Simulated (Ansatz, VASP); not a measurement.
# K in VASP and in Ansatz

The input INCAR:

```
  PREC = Accurate
  ENCUT = 520
  EDIFF = 1E-6
  ISMEAR = 0
  SIGMA = 0.15
  LREAL = False
  LASPH = True
  NELM = 60
  ALGO = Fast
  ISIF = 2
  LWAVE = False
  LCHARG = False
  GGA = PE
  NBANDS = 10
```

File KPOINTS:

```
regular mesh
0
Gamma
  14 14 14
```

Contents of POSCAR:

```
K
1.0
   -2.5852750000      2.5852750000      2.6180000000
    2.5852750000     -2.5852750000      2.6180000000
    2.6507250000      2.6507250000     -2.6180000000
K
1
Direct
    0.0000000000      0.0000000000      0.0000000000
```

Input for Ansatz:

```yaml
crystal:
  lattice:
    - [-2.585275, 2.585275, 2.618]
    - [2.585275, -2.585275, 2.618]
    - [2.650725, 2.650725, -2.618]
  atoms:
    - { symbol: K, position: [0.0, 0.0, 0.0] }
basis:
  ecutwfc: 420
kpoints:
  mp_grid: { grid: [14, 14, 14] }
hamiltonian:
  xc: pbe
scf:
  occupations: { method: gaussian, width: 0.15 }
output:
  forces: true
  stress: true
  eigenvalues: true
```

Change from the starting cell: strain +0.0250 x Voigt [0, 0, 0, 0, 0, 1], atoms carried along.

Alike in both runs: task single point; functional PBE; k mesh 14 × 14 × 14; occupations gaussian, width 0.15 eV; no spin polarisation.

```csv
,VASP,Ansatz
version,VASP 6.6.1,Ansatz 0.2.0
potentials or method,"VASP PAW PBE potentials, release 64 (K_sv), cutoff 520 eV","scalar-relativistic, plane waves, PAW"
valence electrons in the cell,9,9
```

|  | VASP | Ansatz | Ansatz less VASP |
| --- | --- | --- | --- |
| gap on the k mesh at the Fermi level (eV) | none | none | - |
| pressure (GPa) | 0.1 | 0.1 | 0.00 |
| traceless stress, the component that is largest in VASP (GPa) | -0.07 | -0.07 | 0.000 |

A gap of «none» marks a metal or a gap that the smearing closes.
